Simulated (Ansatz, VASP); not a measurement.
# Ge in VASP and in Ansatz

```xyz
2
Lattice="0.0000 2.8360 2.8360 2.8360 0.0000 2.8360 2.8360 2.8360 0.0000" Properties=species:S:1:pos:R:3 pbc="T T T"
Ge    2.8360    2.8360    2.8360
Ge    4.2540    4.2540    4.2540
```

Alike in both runs: task single point; functional r2SCAN; k mesh 2 × 2 × 2; occupations fermi-dirac, width 0.05 eV; no spin polarisation.

|  | VASP | Ansatz |
| --- | --- | --- |
| version | VASP 6.6.1 | Ansatz 0.2.0 |
| potentials or method | VASP PAW PBE potentials, release 64 (Ge_d), cutoff 520 eV | plane waves (500 eV) with PAW, scalar-relativistic |
| valence electrons in the cell | 28 | 28 |

|  | VASP | Ansatz | Ansatz less VASP |
| --- | --- | --- | --- |
| pressure (GPa) | 5.8 | 5.6 | -0.19 |

VASP's potentials were made for PBE, not for r2SCAN.

The k mesh is coarse, so the values compare programs but aren't converged.
